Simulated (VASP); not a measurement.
# Al7FeN8 (a cell with a defect) in VASP: a series of runs

The runs below take Al7FeN8 (a cell with a defect) through single point, with PBE.

Everything below comes from runs of VASP 6.6.1. Logs are shortened: lines on timing, memory, paths and dates and some standing lists are left out, and cuts for length are marked.

## Step 1: The cell of the first run

The cell holds a defect, 16 atoms: a = 5.018 Å, b = 6.260 Å, c = 6.260 Å, α = 120.00°, β = 90.00°, γ = 90.00°.

## Step 2: Single point, PBE, collinear spin, ferromagnetic start

Contents of INCAR:

```
ALGO = Normal
EDIFF = 1E-6
ENCUT = 520
GGA = PE
ISIF = 2
ISMEAR = 0
ISPIN = 2
LASPH = True
LCHARG = False
LMAXMIX = 4
LORBIT = 11
LREAL = Auto
LWAVE = False
MAGMOM = 4 0 0 0 0 0 0 0 0 0 0 0 0 0 0 0
NBANDS = 52
NELM = 150
PREC = Accurate
SIGMA = 0.01
```

Contents of KPOINTS:

```
k-points
0
Gamma
  2 2 2
```

Contents of POSCAR:

```
Al7FeN8
1.0
    0.0000000000      0.0000000000      5.0180433215
    6.2604168406      0.0000000000      0.0000000000
   -3.1302084203      5.4216800223      0.0000000000
Fe Al N
1 7 8
Direct
    0.5003965299      0.3342722815      0.1653602649
    0.4995483470      0.3355925143      0.6660417920
    0.4995082357      0.8337330267      0.1641823006
    0.4995371794      0.8337163733      0.6659678228
    0.9985059003      0.1666617523      0.3331116361
    0.9984852413      0.1666431903      0.8299877187
    0.9984331962      0.6696454930      0.3330162131
    0.9987113701      0.6677252309      0.8320280502
    0.8926666582      0.3342936025      0.1653709781
    0.8796323562      0.3349924662      0.6657114072
    0.8796050858      0.8340442607      0.1647713715
    0.8796071347      0.8340260295      0.6656190946
    0.3773985165      0.1628997858      0.3368727992
    0.3774216648      0.1629033916      0.8225213685
    0.3773859879      0.6771474059      0.3367667482
    0.3797554652      0.6677124859      0.8320697819
```

Potentials or basis: VASP PAW PBE potentials, release 64 (Fe, Al, N).

Started as:

```
$ cat potpaw_PBE.64/Fe/POTCAR potpaw_PBE.64/Al/POTCAR potpaw_PBE.64/N/POTCAR > POTCAR
$ mpirun -np 1 vasp_std > vasp.out
```

OUTCAR:

```text
EDIFF = 1E-6
   ENCUT = 520
   GGA = PE
   ISIF = 2
   ISMEAR = 0
   ISPIN = 2
   LASPH = True
   LORBIT = 11
   LREAL = Auto
   NELM = 150
   PREC = Accurate

 ion  position               nearest neighbor table
   1  0.500  0.334  0.165-  14 1.96  15 1.96  13 1.96   9 1.97   7 3.09   6 3.09   5 3.09   5 3.11
                             6 3.11   7 3.11   3 3.13   4 3.13   2 3.13   2 3.13   4 3.13   3 3.13
   2  0.500  0.336  0.666-  14 1.89  13 1.89  16 1.90  10 1.91   8 3.08   6 3.09   5 3.09   8 3.09
                             6 3.10   5 3.10   3 3.12   4 3.12   1 3.13   1 3.13   4 3.14   3 3.14
   3  0.500  0.834  0.164-  13 1.89  15 1.89  16 1.90  11 1.91   8 3.09   7 3.09   5 3.09   8 3.09
                             5 3.09   7 3.10   2 3.12   4 3.12   1 3.13   1 3.13   4 3.14   2 3.14
   4  0.500  0.834  0.666-  14 1.89  15 1.89  16 1.90  12 1.91   8 3.08   7 3.09   6 3.09   8 3.09
                             6 3.10   7 3.10   2 3.12   3 3.12   1 3.13   1 3.13   3 3.14   2 3.14
   5  0.999  0.167  0.333-   9 1.89  10 1.90  11 1.90  13 1.90   2 3.09   3 3.09   1 3.09   3 3.09
                             2 3.10   1 3.11   6 3.11   7 3.11   8 3.13   8 3.13   7 3.15   6 3.15
   6  0.998  0.167  0.830-   9 1.89  12 1.90  10 1.90  14 1.90   2 3.09   4 3.09   1 3.09   2 3.10
                             4 3.10   1 3.11   5 3.11   7 3.11   8 3.13   8 3.13   7 3.15   5 3.15
   7  0.998  0.670  0.333-   9 1.89  12 1.90  11 1.90  15 1.90   4 3.09   3 3.09   1 3.09   3 3.10
                             4 3.10   1 3.11   5 3.11   6 3.11   8 3.13   8 3.13   6 3.15   5 3.15
   8  0.999  0.668  0.832-  12 1.90  10 1.90  11 1.90  16 1.91   4 3.08   2 3.08   3 3.09   4 3.09
                             3 3.09   2 3.09   6 3.13   7 3.13   5 3.13   5 3.13   7 3.13   6 3.13
   9  0.893  0.334  0.165-   7 1.89   5 1.89   6 1.89   1 1.97
  10  0.880  0.335  0.666-   5 1.90   6 1.90   8 1.90   2 1.91
  11  0.880  0.834  0.165-   5 1.90   7 1.90   8 1.90   3 1.91
  12  0.880  0.834  0.666-   7 1.90   6 1.90   8 1.90   4 1.91
  13  0.377  0.163  0.337-   3 1.89   2 1.89   5 1.90   1 1.96
  14  0.377  0.163  0.823-   2 1.89   4 1.89   6 1.90   1 1.96
  15  0.377  0.677  0.337-   3 1.89   4 1.89   7 1.90   1 1.96
  16  0.380  0.668  0.832-   3 1.90   4 1.90   2 1.90   8 1.91

  LATTYP: Found a hexagonal cell.
 ALAT       =     6.2604168406
 C/A-ratio  =     0.8015509908

  Lattice vectors:

 A1 = (   6.2604168406,   0.0000000000,   0.0000000000)
 A2 = (  -3.1302084203,   5.4216800223,   0.0000000000)
 A3 = (   0.0000000000,   0.0000000000,   5.0180433215)

Analysis of symmetry for initial positions (statically):
=====================================================================
 Subroutine PRICEL returns:
 Original cell was already a primitive cell.

 Routine SETGRP: Setting up the symmetry group for a
 hexagonal supercell.

 Subroutine GETGRP returns: Found  1 space group operations
 (whereof  1 operations were pure point group operations)
 out of a pool of 24 trial point group operations.
[... 192 lines left out ...]
 cond. band min:       7.6350735523   @ k =   0.5000   0.5000   0.0000
 fundamental gap:      0.8589894968
 Fermi energy:         6.8886151148

 spin component 1

 k-point     1 :       0.0000    0.0000    0.0000
  band No.  band energies     occupation
      1      -9.4084      1.00000
      2      -7.5824      1.00000
      3      -7.5820      1.00000
      4      -7.5278      1.00000
      5      -7.3722      1.00000
      6      -6.9312      1.00000
[... 381 lines left out ...]
     45      12.6958      0.00000
     46      14.6148      0.00000
 Fermi energy:         6.8886151148

 spin component 2

 k-point     1 :       0.0000    0.0000    0.0000
  band No.  band energies     occupation
      1      -9.2778      1.00000
      2      -7.4339      1.00000
      3      -7.4332      1.00000
      4      -7.3732      1.00000
      5      -7.1818      1.00000
      6      -6.7802      1.00000
[... 381 lines left out ...]
     45      13.0603      0.00000
     46      14.7309      0.00000
 [bands above 46 left out]

------------------------ aborting loop because EDIFF is reached ----------------------------------------

  FORCE on cell =-STRESS in cart. coord.  units (eV):
  Direction    XX          YY          ZZ          XY          YZ          ZX
  --------------------------------------------------------------------------------------
  -------------------------------------------------------------------------------------
  Total        2.6983610      2.7031723      2.8717523      0.0007544     -0.0028742      0.0036935
  in kB       25.3827743     25.4280332     27.0138207      0.0070962     -0.0270372      0.0347439
  external PRESSURE =      25.9415427 kB  Pullay stress =       0.0000000 kB

 VOLUME and BASIS-vectors are now :
 -----------------------------------------------------------------------------
  energy-cutoff  :      520.00
  volume of cell :      170.32
      direct lattice vectors                 reciprocal lattice vectors
     0.000000000  0.000000000  5.018043322     0.000000000  0.000000000  0.199280862
     6.260416841  0.000000000  0.000000000     0.159733773  0.092222337  0.000000000
    -3.130208420  5.421680022  0.000000000     0.000000000  0.184444673  0.000000000

 POSITION                                       TOTAL-FORCE (eV/Angst)
 -----------------------------------------------------------------------------------
      1.57507      0.89653      2.51101         0.002257      0.002419      0.011973
      0.01610      3.61107      2.50676         0.003002      0.000456      0.000325
      4.70559      0.89014      2.50655         0.000514     -0.002740      0.001595
      3.13479      3.61066      2.50670        -0.002132     -0.000132     -0.000942
      0.00066      1.80602      5.01055         0.007056     -0.007623     -0.003473
     -1.55478      4.49993      5.01044        -0.000587      0.010069     -0.001886
[... 8 lines left out ...]
      3.18507      1.82584      1.89374         0.041730      0.026920     -0.014596
      1.57561      4.51122      1.90563        -0.000493     -0.001563     -0.001498
 -----------------------------------------------------------------------------------
    total drift:                               -0.004034     -0.001443      0.015010

  FREE ENERGIE OF THE ION-ELECTRON SYSTEM (eV)
  ---------------------------------------------------
  free  energy   TOTEN  =      -119.5518821724 eV

  energy  without entropy=     -119.5518821724  energy(sigma->0) =     -119.55188217

 total charge

# of ion       s       p       d       tot
------------------------------------------
    1        0.458   0.617   5.984   7.060
    2        0.367   0.436   0.000   0.803
    3        0.367   0.436   0.000   0.803
    4        0.367   0.436   0.000   0.803
    5        0.366   0.433   0.000   0.798
    6        0.366   0.433   0.000   0.798
[... 8 lines left out ...]
   15        1.230   2.596   0.000   3.826
   16        1.220   2.632   0.000   3.852
--------------------------------------------------
tot         12.819  24.565   5.984  43.369

 magnetization (x)

# of ion       s       p       d       tot
------------------------------------------
    1        0.018   0.117   3.611   3.746
    2        0.004   0.007   0.000   0.011
    3        0.004   0.007   0.000   0.011
    4        0.004   0.007   0.000   0.011
    5        0.003   0.007   0.000   0.010
    6        0.003   0.007   0.000   0.010
[... 8 lines left out ...]
   15        0.009   0.147   0.000   0.157
   16       -0.000   0.004   0.000   0.004
--------------------------------------------------
tot          0.076   0.767   3.611   4.454
```

stdout:

```text
POSCAR found type information on POSCAR FeAlN
 POSCAR found :  3 types and      16 ions
 scaLAPACK will be used
 LDA part: xc-table for (Slater+PW92), standard interpolation
 POSCAR, INCAR and KPOINTS ok, starting setup
 FFT: planning ... GRIDC
 FFT: planning ... GRID_SOFT
 FFT: planning ... GRID
 WAVECAR not read
 entering main loop
```

Wall time 3.8 min (1 thread of Intel Xeon Platinum 8559C (Emerald Rapids), shared host); peak memory 0.4 GiB.

What came out:

- Free energy: -119.5519 eV
- Pressure: 2.6 GPa
- Largest force: 0.053 eV/Å
- Band gap on the k mesh: 0.86 eV
- Net moment: 5.00 μB per cell
- Site moments: Fe +3.75; Al +0.01, +0.00 (each value once); N +0.14, +0.01, +0.16, +0.00 (each value once) μB
- Valence electrons inside the program's atomic spheres: Fe 7.06; Al 0.80; N 3.82, 3.85, 3.83 (each value once)

Forces on the atoms (eV/Å):
```
Fe   0.002  0.002  0.012
Al   0.003  0.000  0.000
Al   0.001 -0.003  0.002
Al  -0.002  0.000 -0.001
Al   0.007 -0.008 -0.003
Al  -0.001  0.010 -0.002
Al  -0.006 -0.006  0.001
Al  -0.003  0.003  0.005
N    0.000 -0.001  0.034
N   -0.002  0.000 -0.001
N    0.000  0.001  0.000
N    0.001  0.002  0.000
N   -0.041  0.024 -0.014
N   -0.001 -0.050 -0.016
N    0.042  0.027 -0.015
N    0.000 -0.002 -0.001
```

Caveat: the k points lie up to 0.63 Å⁻¹ apart.

## Step 3: Single point, PBE, collinear spin, ferromagnetic start

Contents of INCAR:

```
ALGO = Normal
EDIFF = 1E-7
ENCUT = 520
GGA = PE
ISIF = 2
ISMEAR = 0
ISPIN = 2
LASPH = T
LCHARG = F
LMAXMIX = 4
LORBIT = 11
LREAL = Auto
LWAVE = F
MAGMOM = 1 0 0 0 0 0 0 0 0 0 0 0 0 0 0 0
NBANDS = 52
NELM = 150
PREC = Accurate
SIGMA = 0.01
```

KPOINTS is that of step 2.

POSCAR is that of step 2.

Potentials or basis: VASP PAW PBE potentials, release 64 (Fe, Al, N).

Started as:

```
$ cat potpaw_PBE.64/Fe/POTCAR potpaw_PBE.64/Al/POTCAR potpaw_PBE.64/N/POTCAR > POTCAR
$ mpirun -np 1 vasp_std > vasp.out
```

Run time: 4.4 min. Hardware: 1 thread of Intel Xeon Platinum 8559C (Emerald Rapids), shared host; peak memory 0.39 GiB.

Results (log left out):

```yaml
Free_energy: -119.5519 eV
Pressure: 2.6 GPa
Largest_force: 0.053 eV/Å
Band_gap_on_the_k_mesh: 0.86 eV
Net_moment: 5.00 μB per cell
Site_moments: Fe +3.75; Al +0.01, +0.00 (each value once); N +0.14, +0.01, +0.16, +0.00 (each value once) μB
Valence_electrons_inside_the_program's_atomic_spheres: Fe 7.06; Al 0.80; N 3.82, 3.85, 3.83 (each value once)
```

Forces in eV/Å, atoms in the order of the input:
```
Fe   0.002  0.002  0.012
Al   0.003  0.000  0.000
Al   0.001 -0.003  0.002
Al  -0.002  0.000 -0.001
Al   0.007 -0.008 -0.003
Al  -0.001  0.010 -0.002
Al  -0.006 -0.006  0.001
Al  -0.003  0.003  0.005
N    0.000 -0.001  0.034
N   -0.002  0.000 -0.001
N    0.000  0.001  0.000
N    0.001  0.002  0.000
N   -0.041  0.024 -0.014
N   -0.001 -0.050 -0.016
N    0.042  0.027 -0.014
N    0.000 -0.002 -0.001
```

Stress tensor (GPa, compression positive):
```
2.54 0.00 0.00
0.00 2.55 0.00
0.00 0.00 2.71
```

Levels at points of the mesh, in eV from the valence-band top:
Spin up:
| k point | band 33 | band 34 | band 35 | band 36 | band 37 | band 38 | band 39 | band 40 | band 41 | band 42 |
| --- | --- | --- | --- | --- | --- | --- | --- | --- | --- | --- |
| (0.00, 0.00, 0.00) | -1.50 | -1.50 | -0.55 | 0.00 | 0.00 | 2.96 | 4.74 | 4.74 | 4.80 | 5.13 |
| (0.50, 0.00, 0.00) | -1.56 | -1.56 | -0.25 | -0.14 | -0.14 | 4.20 | 4.20 | 4.31 | 4.59 | 4.70 |
| (0.00, 0.50, 0.00) | -1.48 | -1.36 | -1.12 | -0.64 | -0.18 | 4.89 | 4.95 | 5.00 | 5.07 | 6.44 |
| (0.00, 0.00, 0.50) | -1.48 | -1.36 | -1.12 | -0.64 | -0.18 | 4.89 | 4.95 | 5.00 | 5.07 | 6.43 |
| (0.00, 0.50, 0.50) | -1.48 | -1.36 | -1.12 | -0.64 | -0.18 | 4.89 | 4.95 | 5.00 | 5.07 | 6.43 |
| (0.50, 0.50, 0.00) | -2.07 | -1.68 | -1.34 | -0.41 | -0.07 | 5.34 | 5.38 | 5.43 | 5.55 | 5.65 |
| (0.50, 0.00, 0.50) | -2.07 | -1.68 | -1.34 | -0.41 | -0.07 | 5.34 | 5.38 | 5.43 | 5.55 | 5.65 |
| (0.50, 0.50, 0.50) | -2.07 | -1.68 | -1.34 | -0.41 | -0.07 | 5.34 | 5.38 | 5.43 | 5.55 | 5.65 |
Spin down:
| k point | band 30 | band 31 | band 32 | band 33 | band 34 | band 35 |
| --- | --- | --- | --- | --- | --- | --- |
| (0.00, 0.00, 0.00) | -1.53 | -1.48 | -1.48 | 0.91 | 0.91 | 1.16 |
| (0.50, 0.00, 0.00) | -2.02 | -1.67 | -1.67 | 0.89 | 0.89 | 1.77 |
| (0.00, 0.50, 0.00) | -1.91 | -1.58 | -1.56 | 0.87 | 1.09 | 1.31 |
| (0.00, 0.00, 0.50) | -1.91 | -1.58 | -1.56 | 0.87 | 1.09 | 1.31 |
| (0.00, 0.50, 0.50) | -1.91 | -1.58 | -1.56 | 0.87 | 1.09 | 1.31 |
| (0.50, 0.50, 0.00) | -2.05 | -1.86 | -1.85 | 0.86 | 0.98 | 1.14 |
| (0.50, 0.00, 0.50) | -2.05 | -1.86 | -1.85 | 0.86 | 0.98 | 1.14 |
| (0.50, 0.50, 0.50) | -2.05 | -1.86 | -1.85 | 0.86 | 0.98 | 1.14 |

Caveat: the k points lie up to 0.63 Å⁻¹ apart.

(Continued in part 2 of 2.)
